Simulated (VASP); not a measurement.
A run of VASP 6.6.1 is set up as follows.

The input INCAR:

```
SYSTEM = Mo
  PREC = Accurate
  ENCUT = 520
  EDIFF = 1E-6
  ISMEAR = 0
  SIGMA = 0.15
  LREAL = .False.
  LASPH = .True.
  NELM = 60
  ALGO = Fast
  ISIF = 2
  LWAVE = .False.
  LCHARG = .True.
  GGA = PS
  LELF = .True.
  LVHAR = .True.
  NBANDS = 13
```

File KPOINTS:

```
Automatic mesh
0
Gamma
  22 22 22
  0 0 0
```

File POSCAR:

```
Mo
1.0
   -1.6338400000      1.6338400000      1.5710000000
    1.6338400000     -1.6338400000      1.5710000000
    1.6338400000      1.6338400000     -1.5710000000
Mo
1
Direct
    0.0000000000      0.0000000000      0.0000000000
```

Potentials or basis: VASP PAW PBE potentials, release 64 (Mo_sv).

Command:

```bash
$ cat potpaw_PBE.64/Mo_sv/POTCAR > POTCAR
$ mpirun -np 1 vasp_std > vasp.out
```

(1) Predict the pressure.

(2) Estimate the band gap on the k mesh.

## Answers

(1) -20.2 GPa.

(2) zero (band 7 reaches 14.94 eV, above the bottom of band 8 at 10.17 eV).

Caveat: the cell differs from its parent crystal (strain +0.040 along x and y, +0.000 along z); the PAW data sets were made with another functional, which shifts forces and pressure a little.
